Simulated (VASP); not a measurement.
A run of VASP 6.6.1 is set up as follows.

File INCAR:

```
SYSTEM = Sn
PREC = Accurate
ENCUT = 520
EDIFF = 1E-7
ISMEAR = -1
SIGMA = 0.05
LREAL = .False.
LASPH = .True.
NELM = 80
ALGO = Normal
ISIF = 2
LWAVE = .False.
LCHARG = .False.
GGA = PE
NBANDS = 13
```

The input KPOINTS:

```
regular mesh
0
Gamma
  14 14 14
  0 0 0
```

File POSCAR:

```
Sn
1.0
   -1.8868415219      1.8868415219      1.8868415219
    1.8868415219     -1.8868415219      1.8868415219
    1.8868415219      1.8868415219     -1.8868415219
Sn
1
Direct
    0.0000000000      0.0000000000      0.0000000000
```

Potentials or basis: VASP PAW PBE potentials, release 64 (Sn_d).

Run with:

```console
$ cat potpaw_PBE.64/Sn_d/POTCAR > POTCAR
$ mpirun -np 1 vasp_std > vasp.out
```

What does it give for the pressure?

1.4 GPa.

What does it give for the band gap on the k mesh?

Zero (bands 7 and 8 overlap by 10.53 eV).

Caveat: spin-orbit coupling is left out, which moves the levels of the heavy elements.
